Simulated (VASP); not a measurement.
# AlGaN2 (P-4m2) in VASP: further runs, part 2 of 2

VASP 6.6.1.

## 4. Single point, r2SCAN

This run uses another cell than the first one, of the same volume but with other edges.

The input, POSCAR:

```
AlGaN2
1.0
    3.2293986565      0.0000000000      0.0000000000
    0.0000000000      3.2293986565      0.0000000000
    0.0000000000      0.0000000000      4.1846367088
Al Ga N
1 1 2
Direct
    0.5000000000      0.5000000000      0.5000000000
    0.0000000000      0.0000000000      0.0000000000
    0.5000000000      0.0000000000      0.7382648100
    0.0000000000      0.5000000000      0.2617351900
```

The input, INCAR.step1:

```
PREC     = Accurate       # precision mode
ENCUT    = 520            # plane-wave cutoff, eV
ISMEAR   = 0              # smearing method
SIGMA    = 0.05           # smearing width, eV
LREAL    = F              # projectors in reciprocal space
LASPH    = T              # aspherical terms in the spheres
NELM     = 60             # most SCF steps
NBANDS   = 21             # bands
GGA      = PE             # functional
ALGO     = Normal         # electronic algorithm
EDIFF    = 1E-4           # SCF threshold, eV
LWAVE    = T              # write WAVECAR
LCHARG   = F              # write CHGCAR
```

The input, INCAR.step2:

```
PREC     = Accurate       # precision mode
ENCUT    = 520            # plane-wave cutoff, eV
EDIFF    = 1E-6           # SCF threshold, eV
ISMEAR   = 0              # smearing method
SIGMA    = 0.05           # smearing width, eV
LREAL    = F              # projectors in reciprocal space
LASPH    = T              # aspherical terms in the spheres
NELM     = 60             # most SCF steps
ALGO     = Normal         # electronic algorithm
ISIF     = 2              # what is computed and relaxed
LWAVE    = F              # write WAVECAR
LCHARG   = T              # write CHGCAR
METAGGA  = R2SCAN         # meta-GGA
LMIXTAU  = T            
LELF     = T              # ELF
LVHAR    = T            
NBANDS   = 21             # bands
ISTART   = 1
```

The input, KPOINTS:

```
regular mesh
0
Gamma
  8 8 6
```

Launch:

```sh
cat potpaw_PBE.64/Al/POTCAR potpaw_PBE.64/Ga_d/POTCAR potpaw_PBE.64/N/POTCAR > POTCAR
cp INCAR.step1 INCAR
mpirun -np 1 vasp_std > vasp.out
cp INCAR.step2 INCAR
mpirun -np 1 vasp_std > vasp.out
```

Run time: 3.5 min. Hardware: 1 thread of AMD EPYC 7R43 (Zen 3), shared host; peak memory 0.16 GiB.

Results (log left out):

| Quantity | Value |
| --- | --- |
| Free energy | -40.9985 eV |
| Pressure | -0.7 GPa |
| Largest force | 0.140 eV/Å |
| Band gap on the k mesh | 3.35 eV, direct |

Forces on the atoms (eV/Å):
```
Al   0.000  0.000  0.000
Ga   0.000  0.000  0.000
N    0.000  0.000 -0.140
N    0.000  0.000  0.140
```

Stress tensor (GPa, compression positive):
```
-3.76  0.00  0.00
 0.00 -3.76  0.00
 0.00  0.00  5.54
```

Levels at points of the mesh, in eV from the valence-band top:
```tsv
k point	band 11	band 12	band 13	band 14	band 15	band 16
(0.00, 0.00, 0.00)	-0.08	-0.08	0.00	3.35	3.87	7.43
(0.50, 0.00, 0.00)	-2.48	-1.35	-1.03	7.55	7.64	8.21
(0.50, 0.50, 0.00)	-2.06	-2.06	-1.99	4.05	4.05	7.56
(0.00, 0.00, 0.50)	-1.88	-1.25	-1.25	6.00	6.28	8.35
(0.50, 0.00, 0.50)	-0.84	-0.66	-0.23	5.68	7.08	10.04
(0.50, 0.50, 0.50)	-3.35	-3.26	-3.26	7.37	7.37	9.69
```

Caveat: the PAW data sets were made with another functional, which shifts forces and pressure a little.

## 5. Single point, r2SCAN

This run uses another cell than the first one, of the same volume but with other edges.

The input, POSCAR:

```
AlGaN2
1.0
    3.0426596441      0.0000000000      0.0000000000
    0.0000000000      3.0426596441      0.0000000000
    0.0000000000      0.0000000000      4.7140516040
Al Ga N
1 1 2
Direct
    0.5000000000      0.5000000000      0.5000000000
    0.0000000000      0.0000000000      0.0000000000
    0.5000000000      0.0000000000      0.7382648100
    0.0000000000      0.5000000000      0.2617351900
```

The input, INCAR.step1:

```
SYSTEM = AlGaN2
PREC = Accurate
ENCUT = 520
ISMEAR = 0
SIGMA = 0.05
LREAL = .FALSE.
LASPH = .TRUE.
NELM = 100
NBANDS = 21
GGA = PE
ALGO = Normal
EDIFF = 1E-4
LWAVE = .TRUE.
LCHARG = .FALSE.
```

The input, INCAR.step2:

```
SYSTEM = AlGaN2
PREC = Accurate
ENCUT = 520
EDIFF = 1E-6
ISMEAR = 0
SIGMA = 0.05
LREAL = .FALSE.
LASPH = .TRUE.
NELM = 100
ALGO = Normal
ISIF = 2
LWAVE = .FALSE.
LCHARG = .FALSE.
METAGGA = R2SCAN
LMIXTAU = .TRUE.
NBANDS = 21
ISTART = 1
```

The input, KPOINTS:

```
Automatic mesh
0
G
  8 8 6
  0 0 0
```

Potentials or basis: VASP PAW PBE potentials, release 64 (Al, Ga_d, N).

Launch:

```sh
cat potpaw_PBE.64/Al/POTCAR potpaw_PBE.64/Ga_d/POTCAR potpaw_PBE.64/N/POTCAR > POTCAR
cp INCAR.step1 INCAR
mpirun -np 1 vasp_std > vasp.out
cp INCAR.step2 INCAR
mpirun -np 1 vasp_std > vasp.out
```

OUTCAR:

```text
SYSTEM = AlGaN2
   PREC = Accurate
   ENCUT = 520
   EDIFF = 1E-6
   ISMEAR = 0
   LREAL = .FALSE.
   LASPH = .TRUE.
   NELM = 100
   ISIF = 2
   METAGGA = R2SCAN
   ISTART = 1

 ion  position               nearest neighbor table
   1  0.500  0.500  0.500-   3 1.89   4 1.89   3 1.89   4 1.89
   2  0.000  0.000  0.000-   3 1.96   4 1.96   4 1.96   3 1.96
   3  0.500  0.000  0.738-   1 1.89   1 1.89   2 1.96   2 1.96
   4  0.000  0.500  0.262-   1 1.89   1 1.89   2 1.96   2 1.96

  LATTYP: Found a simple tetragonal cell.
 ALAT       =     3.0426596441
 C/A-ratio  =     1.5493193966

  Lattice vectors:

 A1 = (   3.0426596441,   0.0000000000,   0.0000000000)
 A2 = (   0.0000000000,   3.0426596441,   0.0000000000)
 A3 = (   0.0000000000,   0.0000000000,   4.7140516040)

Analysis of symmetry for initial positions (statically):
=====================================================================
 Subroutine PRICEL returns:
 Original cell was already a primitive cell.

 Routine SETGRP: Setting up the symmetry group for a
 simple tetragonal supercell.

 Subroutine GETGRP returns: Found  8 space group operations
 (whereof  8 operations were pure point group operations)
 out of a pool of 16 trial point group operations.

The static configuration has the point symmetry D_2d.

Analysis of symmetry for dynamics (positions and initial velocities):
=====================================================================
 Subroutine PRICEL returns:
 Original cell was already a primitive cell.

 Routine SETGRP: Setting up the symmetry group for a
 simple tetragonal supercell.

 Subroutine GETGRP returns: Found  8 space group operations
 (whereof  8 operations were pure point group operations)
 out of a pool of 16 trial point group operations.

[... 114 lines left out ...]
   PSTRESS=    0.0 pullay stress
   NELECT =      26.0000    total number of electrons
   NUPDOWN=      -1.0000    fix difference up-down
   EMIN   =  10.00;   EMAX   =-10.00  energy-range for DOS
   EFERMI =   0.00;   METHOD = LEGACY
   ISMEAR =     0;   SIGMA  =   0.05  broadening in eV -4-tet -1-fermi 0-gaus
   EFERMI_NEDOS =   21; number of points for ismear=-14 and -15
   IALGO  =     38    algorithm
   IMIX   =      4    mixing-type and parameters
     AMIX     =   0.40;   BMIX     =  1.00
     AMIX_MAG =   1.60;   BMIX_MAG =  1.00
  volume/ion in A,a.u.               =      10.91        73.63
  Fermi-wavevector in a.u.,A,eV,Ry     =   1.377523  2.603141 25.818009  1.897570
  Thomas-Fermi vector in A             =   2.502669
   LORBIT       =      0    0 simple, 1 ext, 2 COOP (PROOUT), +10 PAW based schemes
   METAGGA = R2SCAN    functional components
   LHFCALC =     F    Hartree Fock is set to
   AEXX    =    0.0000 exact exchange contribution
   IVDW    =     0    specifies the selected vdW correction
   LEPSILON=     F    determine dielectric tensor
   LRPA    =     F    only Hartree local field effects (RPA)
 non-spin polarized calculation
 Gauss-broadening in eV      SIGMA  =   0.05
  energy-cutoff  :      520.00
  volume of cell :       43.64
 maximum number of plane-waves:      1208
 NGX is ok and might be reduce to    24

 number of electron      26.0000003 magnetization

 Free energy of the ion-electron system (eV)
  ---------------------------------------------------
  ext. energy  EPLUGINS =         0.00000000
  ---------------------------------------------------
  free energy    TOTEN  =       -40.94218023 eV

  energy without entropy =      -40.94218023  energy(sigma->0) =      -40.94218023

 E-fermi :   5.8698     XC(G=0): -12.0745

 val. band max:        5.5569955174   @ k =   0.0000   0.0000   0.0000
 cond. band min:       8.7061328121   @ k =   0.0000   0.0000   0.0000
 fundamental gap:      3.1491372947
 Fermi energy:         5.8697728241

 k-point     1 :       0.0000    0.0000    0.0000
  band No.  band energies     occupation
      1     -10.8828      2.00000
      2      -9.3610      2.00000
      3      -7.9548      2.00000
      4      -7.9548      2.00000
      5      -7.8964      2.00000
      6      -7.7785      2.00000
[... 565 lines left out ...]
     20      18.5917      0.00000
     21      19.0352      0.00000

 [... further k-points ...]
[... 5 lines left out ...]
  --------------------------------------------------------------------------------------
  -------------------------------------------------------------------------------------
  Total        1.3727844      1.3727844     -3.1719264      0.0000000      0.0000000      0.0000000
  in kB       50.3978315     50.3978315   -116.4481527      0.0000000      0.0000000      0.0000000
  external PRESSURE =      -5.2174965 kB  Pullay stress =       0.0000000 kB

 VOLUME and BASIS-vectors are now :
 -----------------------------------------------------------------------------
  energy-cutoff  :      520.00
  volume of cell :       43.64
      direct lattice vectors                 reciprocal lattice vectors
     3.042659644  0.000000000  0.000000000     0.328659830  0.000000000  0.000000000
     0.000000000  3.042659644  0.000000000     0.000000000  0.328659830  0.000000000
     0.000000000  0.000000000  4.714051604     0.000000000  0.000000000  0.212131747

 POSITION                                       TOTAL-FORCE (eV/Angst)
 -----------------------------------------------------------------------------------
      1.52133      1.52133      2.35703        -0.000000      0.000000      0.000000
      0.00000      0.00000      0.00000         0.000000     -0.000000      0.000000
      1.52133      0.00000      3.48022        -0.000000     -0.000000      0.154917
      0.00000      1.52133      1.23383        -0.000000     -0.000000     -0.154917
 -----------------------------------------------------------------------------------
    total drift:                               -0.000000      0.000000      0.000000

  FREE ENERGIE OF THE ION-ELECTRON SYSTEM (eV)
  ---------------------------------------------------
  free  energy   TOTEN  =       -40.9421802274 eV

  energy  without entropy=      -40.9421802274  energy(sigma->0) =      -40.94218023
```

OUTCAR.step1:

```text
SYSTEM = AlGaN2
   PREC = Accurate
   ENCUT = 520
   ISMEAR = 0
   LREAL = .FALSE.
   LASPH = .TRUE.
[... 806 lines left out ...]
      0.00000      0.00000      0.00000         0.000000      0.000000      0.000000
      1.52133      0.00000      3.48022        -0.000000      0.000000      0.127463
      0.00000      1.52133      1.23383         0.000000      0.000000     -0.127463
 -----------------------------------------------------------------------------------
    total drift:                                0.000000      0.000000     -0.000000

  FREE ENERGIE OF THE ION-ELECTRON SYSTEM (eV)
  ---------------------------------------------------
  free  energy   TOTEN  =       -26.8512249581 eV

  energy  without entropy=      -26.8512249581  energy(sigma->0) =      -26.85122496
```

OSZICAR.step1:

```text
N       E                     dE             d eps       ncg     rms          rms(c)
DAV:   1     0.179145593112E+03    0.17915E+03   -0.12906E+04  2850   0.187E+03
DAV:   2    -0.922325879659E+01   -0.18837E+03   -0.17608E+03  2742   0.425E+02
DAV:   3    -0.307647654774E+02   -0.21542E+02   -0.21281E+02  2964   0.111E+02
DAV:   4    -0.313719930995E+02   -0.60723E+00   -0.60636E+00  3014   0.201E+01
DAV:   5    -0.313843178097E+02   -0.12325E-01   -0.12324E-01  2965   0.274E+00    0.117E+01
DAV:   6    -0.268044287811E+02    0.45799E+01   -0.14175E+01  3934   0.506E+01    0.377E+00
DAV:   7    -0.268691678196E+02   -0.64739E-01   -0.11717E+00  2585   0.891E+00    0.278E+00
DAV:   8    -0.268696487963E+02   -0.48098E-03   -0.18538E-01  3399   0.510E+00    0.116E+00
DAV:   9    -0.268511802817E+02    0.18469E-01   -0.48651E-02  3584   0.342E+00    0.416E-01
DAV:  10    -0.268510330775E+02    0.14720E-03   -0.69083E-03  2885   0.598E-01    0.946E-02
DAV:  11    -0.268512103157E+02   -0.17724E-03   -0.41658E-04  3160   0.254E-01    0.270E-02
DAV:  12    -0.268512249581E+02   -0.14642E-04   -0.43039E-05  1440   0.922E-02
   1 F= -.26851225E+02 E0= -.26851225E+02  d E =-.996756E-13
```

Wall time 4.5 min (1 thread of AMD EPYC 7R43 (Zen 3), shared host); peak memory 0.16 GiB.

Results:

| Property | Result |
| --- | --- |
| Free energy | -40.9422 eV |
| Pressure | -0.5 GPa |
| Largest force | 0.155 eV/Å |
| Band gap on the k mesh | 3.15 eV, direct |

Forces in eV/Å, atoms in the order of the input:
```
Al   0.000  0.000  0.000
Ga   0.000  0.000  0.000
N    0.000  0.000  0.155
N    0.000  0.000 -0.155
```

Levels at points of the mesh, in eV from the valence-band top:
```
           k point  band 11  band 12  band 13  band 14  band 15  band 16
(0.00, 0.00, 0.00)    -0.70     0.00     0.00     3.15     4.35     9.25
(0.50, 0.00, 0.00)    -3.48    -0.80    -0.37     7.60     7.68     9.40
(0.50, 0.50, 0.00)    -2.70    -2.70    -2.69     3.53     3.53     6.21
(0.00, 0.00, 0.50)    -1.41    -0.80    -0.80     5.62     5.68     8.29
(0.50, 0.00, 0.50)    -1.27    -0.79    -0.29     5.31     6.71     9.96
(0.50, 0.50, 0.50)    -3.45    -3.36    -3.36     6.10     6.10     9.04
```

Caveat: the PAW data sets were made with another functional, which shifts forces and pressure a little.

## 6. Overview

| cell | gap on the mesh (eV) | pressure (GPa) | largest force (eV/Å) |
| --- | --- | --- | --- |
| a = 3.316, b = 3.316, c = 3.970 Å, 4 atoms | 3.11 | -2.3 | 0.26 |
| a = 2.956, b = 2.956, c = 4.996 Å, 4 atoms | 2.70 | -1.8 | 0.24 |
| a = 3.229, b = 3.229, c = 4.185 Å, 4 atoms | 3.35 | -0.7 | 0.14 |
| a = 3.043, b = 3.043, c = 4.714 Å, 4 atoms | 3.15 | -0.5 | 0.15 |

Alike in all rows: task single point; level r2SCAN; potentials or basis VASP PAW PBE potentials, release 64 (Al, Ga_d, N); no spin polarisation; k mesh 8 × 8 × 6; cutoff (eV) 520; smearing gaussian 0.05 eV.

Caveats: the PAW data sets were made with another functional, which shifts forces and pressure a little.

Absolute energies hang on the potentials; compare differences alone.
